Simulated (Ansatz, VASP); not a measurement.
C: VASP beside Ansatz

The input INCAR:

```
PREC = Accurate ; ENCUT = 520
EDIFF = 1E-6 ; ISMEAR = 0
SIGMA = 0.05 ; LREAL = False
LASPH = True ; NELM = 80
ALGO = Normal ; ISIF = 2
LWAVE = False ; LCHARG = False
GGA = PE ; NBANDS = 11
```

KPOINTS

```
regular mesh
0
Gamma
  12 12 12
```

The input POSCAR:

```
C
1.0
    0.0000000000      1.7855937145      1.8291622012
    1.7855937145      0.0000000000      1.8291622012
    1.7855937145      1.7855937145      0.0000000000
C
2
Direct
    0.5000000000      0.5000000000      0.5000000000
    0.7500000000      0.7500000000      0.7500000000
```

Input for Ansatz:

```yaml
crystal:
  lattice:
    - [0.0, 1.7855937145, 1.8291622012]
    - [1.7855937145, 0.0, 1.8291622012]
    - [1.7855937145, 1.7855937145, 0.0]
  atoms:
    - { symbol: C, position: [0.5, 0.5, 0.5] }
    - { symbol: C, position: [0.75, 0.75, 0.75] }
basis:
  ecutwfc: 520.0
kpoints:
  mp_grid: { grid: [12, 12, 12] }
hamiltonian:
  xc: pbe
  pseudopotentials: { kind: paw, azcp: { folder: soft_1 } }
scf:
  occupations: { method: gaussian, width: 0.05 }
output:
  forces: true
  stress: true
  eigenvalues: true
  write_density: true
  write_potential: true
  elf: true
  volumetric_format: npy
```

Alike in both runs: task single point; functional PBE; k mesh 12 × 12 × 12; occupations gaussian, width 0.05 eV; no spin polarisation.

|  | VASP | Ansatz |
| --- | --- | --- |
| version | VASP 6.6.1 | Ansatz 0.2.0 |
| potentials or method | VASP PAW PBE potentials, release 64 (C), cutoff 520 eV | scalar-relativistic, plane waves, PAW |
| valence electrons in the cell | 8 | 8 |

```tsv
	VASP	Ansatz	Ansatz less VASP
gap on the k mesh at the Fermi level (eV)	3.79	3.80	+0.008
least direct gap on the mesh (eV)	5.30	5.30	+0.004
pressure (GPa)	-9.3	-9.8	-0.53
traceless stress, the component that is largest in VASP (GPa)	-14.86	-14.86	0.000
```
